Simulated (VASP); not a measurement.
A run of VASP 6.6.1 is set up as follows.

The input POSCAR:

```
NiSb
1.0
    3.9248594387      0.0000000000      0.0000000000
   -1.9624297194      3.3990279802      0.0000000000
    0.0000000000      0.0000000000      5.1445865890
Sb Ni
2 2
Direct
    0.6666666667      0.3333333333      0.7500000000
    0.3333333333      0.6666666667      0.2500000000
    0.0000000000      0.0000000000      0.5000000000
    0.0000000000      0.0000000000      0.0000000000
```

Contents of INCAR.step1:

```
  PREC = Accurate
  ENCUT = 520
  ISMEAR = -1
  SIGMA = 0.05
  LREAL = False
  LASPH = True
  NELM = 150
  ISPIN = 2
  MAGMOM = 0 0 1 1
  LMAXMIX = 4
  NBANDS = 27
  GGA = PE
  ALGO = Normal
  EDIFF = 1E-4
  LWAVE = True
  LCHARG = False
```

The input INCAR.step2:

```
  PREC = Accurate
  ENCUT = 520
  EDIFF = 1E-6
  ISMEAR = -1
  SIGMA = 0.05
  LREAL = False
  LASPH = True
  NELM = 150
  ALGO = Normal
  ISIF = 2
  LWAVE = False
  LCHARG = False
  ISPIN = 2
  MAGMOM = 0 0 1 1
  LORBIT = 11
  LMAXMIX = 4
  METAGGA = R2SCAN
  LMIXTAU = True
  NBANDS = 27
  ISTART = 1
```

The input KPOINTS:

```
Automatic mesh
0
Gamma
  6 6 4
```

Potentials or basis: VASP PAW PBE potentials, release 64 (Sb, Ni).

Command:

```console
$ cat potpaw_PBE.64/Sb/POTCAR potpaw_PBE.64/Ni/POTCAR > POTCAR
$ cp INCAR.step1 INCAR
$ mpirun -np 1 vasp_std > vasp.out
$ cp INCAR.step2 INCAR
$ mpirun -np 1 vasp_std > vasp.out
```

(1) Predict the net moment.

(2) Estimate the band gap on the k mesh.

(3) What does it give for the pressure?

## Answers

(1) 0.00 μB per cell.

(2) zero (filled and empty bands overlap).

(3) 0.0 GPa.

Caveat: the moments typed at the start vanished in this run; the PAW data sets were made with another functional, which shifts forces and pressure a little; spin-orbit coupling is left out, which moves the levels of the heavy elements.
